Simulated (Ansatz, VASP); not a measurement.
## One calculation of NiO, two programs

Contents of INCAR:

```
SYSTEM = NiO
  ALGO = Normal
  EDIFF = 1E-7
  ENCUT = 520
  GGA = PE
  ISIF = 2
  ISMEAR = 0
  ISPIN = 2
  LASPH = .TRUE.
  LCHARG = .FALSE.
  LMAXMIX = 4
  LORBIT = 11
  LREAL = .FALSE.
  LWAVE = .FALSE.
  MAGMOM = 1.61 0.33
  NBANDS = 19
  NELM = 150
  PREC = Accurate
  SIGMA = 0.15
```

The input KPOINTS:

```
k-points
0
G
  20 20 20
  0 0 0
```

The input POSCAR:

```
NiO
1.0
    0.0000000000      1.9867445000      2.0913100000
    1.9867445000      0.0000000000      2.0913100000
    1.9867445000      1.9867445000      0.0000000000
Ni O
1 1
Direct
    0.0000000000      0.0000000000      0.0000000000
    0.5000000000      0.5000000000      0.5000000000
```

Input for Ansatz:

```yaml
crystal:
  lattice:
    - [0.0, 1.9867445, 2.09131]
    - [1.9867445, 0.0, 2.09131]
    - [1.9867445, 1.9867445, 0.0]
  atoms:
    - { symbol: Ni, position: [0.0, 0.0, 0.0], spin: 1.61 }
    - { symbol: O, position: [0.5, 0.5, 0.5], spin: 0.33 }
basis:
  ecutwfc: 420
kpoints:
  mp_grid: { grid: [20, 20, 20] }
hamiltonian:
  xc: pbe
scf:
  occupations: { method: gaussian, width: 0.15 }
output:
  forces: true
  stress: true
  eigenvalues: true
  populations: true
  write_density: true
  write_potential: true
  elf: true
  volumetric_format: npy
magnetization:
  spin_polarized: true
```

Change from the starting cell: strain -0.050 along x and y, +0.000 along z, atoms carried along.

Alike in both runs: task single point; functional PBE; k mesh 20 × 20 × 20; occupations gaussian, width 0.15 eV; collinear spin.

```csv
,VASP,Ansatz
version,VASP 6.6.1,Ansatz 0.2.0
potentials or method,"VASP PAW PBE potentials, release 64 (Ni, O), cutoff 520 eV","scalar-relativistic, plane waves, PAW"
valence electrons in the cell,16,24
```

|  | VASP | Ansatz | Ansatz less VASP |
| --- | --- | --- | --- |
| gap on the k mesh at the Fermi level (eV) | none | none | - |
| pressure (GPa) | 27.6 | 27.9 | +0.35 |
| traceless stress, the component that is largest in VASP (GPa) | -6.54 | -6.26 | +0.283 |
| net moment per atom (μB) | 0.64 | 0.68 | +0.033 |
| size of the moment on the site where the two differ most (μB) | 1.08 | 1.10 | +0.020 |

Site moments also hang on the region over which each program counts them. A gap of «none» marks a metal or a gap that the smearing closes. VASP's potentials hold 16 valence electrons a cell and Ansatz's 24, so a difference there can come from the potentials and not from the codes.
